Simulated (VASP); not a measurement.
Set up this calculation in VASP 6.6.1, as the native input.

| Quantity | Value |
| --- | --- |
| Task | single point |
| Functional | PBE |
| Potentials or basis | VASP PAW PBE potentials, release 64 (Mg) |
| Cutoff | 520 eV |
| k mesh | 16 × 16 × 16 |
| Occupations | gaussian, width 0.1 eV |
| Spin | no spin polarisation |
| Dipole correction | no |
| Further INCAR settings | ALGO = Normal; EDIFF = 1e-06; NBANDS = 7 |

The structure of Mg lies in POSCAR:

```
Mg
1.0
    0.0000000000      2.2798947853      2.2798947853
    2.2798947853      0.0000000000      2.2798947853
    2.2798947853      2.2798947853      0.0000000000
Mg
1
Direct
    0.0000000000      0.0000000000      0.0000000000
```

This cell differs from its parent crystal: strained.

One way to write it, as run:

INCAR

```
ALGO = Normal
EDIFF = 1E-6
ENCUT = 520
GGA = PE
ISIF = 2
ISMEAR = 0
LASPH = T
LCHARG = T
LELF = T
LREAL = F
LVHAR = T
LWAVE = F
NBANDS = 7
NELM = 100
PREC = Accurate
SIGMA = 0.1
```

KPOINTS

```
k-points
0
Gamma
  16 16 16
```

Potentials or basis: VASP PAW PBE potentials, release 64 (Mg).

Launch:

```sh
$ cat potpaw_PBE.64/Mg/POTCAR > POTCAR
$ mpirun -np 1 vasp_std > vasp.out
```

It gave:

```yaml
Pressure: -1.0 GPa
Band_gap_on_the_k_mesh: zero (band 1 reaches 3.89 eV, above the bottom of band 2 at 1.17 eV)
```

Caveat: the cell differs from its parent crystal (strained).

Run time: 11 s on 1 thread of Intel(R) Xeon(R) Platinum 8259CL CPU @ 2.50GHz (Skylake/Cascade Lake), with other jobs on the host, peak memory 0.15 GiB.
